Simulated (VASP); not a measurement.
Set up this calculation in VASP 6.6.1, as the native input.

- Task: single point
- Functional: PBEsol
- Potentials or basis: VASP PAW PBE potentials, release 64 (Sn_d)
- Cutoff: 520 eV
- k mesh: 16 × 16 × 16
- Occupations: fermi-dirac, width 0.15 eV
- Spin: no spin polarisation
- Dipole correction: no
- Further INCAR settings: ALGO = Fast; EDIFF = 1e-06; NBANDS = 21

The structure of Sn lies in POSCAR:

```
Sn
1.0
   -2.9236498182      2.9236498182      1.5755766799
    2.9236498182     -2.9236498182      1.5755766799
    2.9236498182      2.9236498182     -1.5755766799
Sn
2
Direct
    0.0000000000      0.0000000000      0.0000000000
    0.7500000000      0.2500000000      0.5000000000
```

One way to write it, as run:

INCAR

```
SYSTEM = Sn
PREC = Accurate
ENCUT = 520
EDIFF = 1E-6
ISMEAR = -1
SIGMA = 0.15
LREAL = .FALSE.
LASPH = .TRUE.
NELM = 100
ALGO = Fast
ISIF = 2
LWAVE = .FALSE.
LCHARG = .FALSE.
GGA = PS
NBANDS = 21
```

KPOINTS

```
Automatic mesh
0
G
  16 16 16
  0 0 0
```

Potentials or basis: VASP PAW PBE potentials, release 64 (Sn_d).

Launch:

```console
$ cat potpaw_PBE.64/Sn_d/POTCAR > POTCAR
$ mpirun -np 1 vasp_std > vasp.out
```

Results of the run:

```yaml
Pressure: 0.0 GPa
Band_gap_on_the_k_mesh: zero (bands 14 and 15 overlap by 4.29 eV)
```

Caveat: the PAW data sets were made with another functional, which shifts forces and pressure a little; spin-orbit coupling is left out, which moves the levels of the heavy elements.

Run time: 3.3 min on 1 thread of Intel(R) Xeon(R) 6975P-C (Granite Rapids) (shared host), peak memory 0.43 GiB.
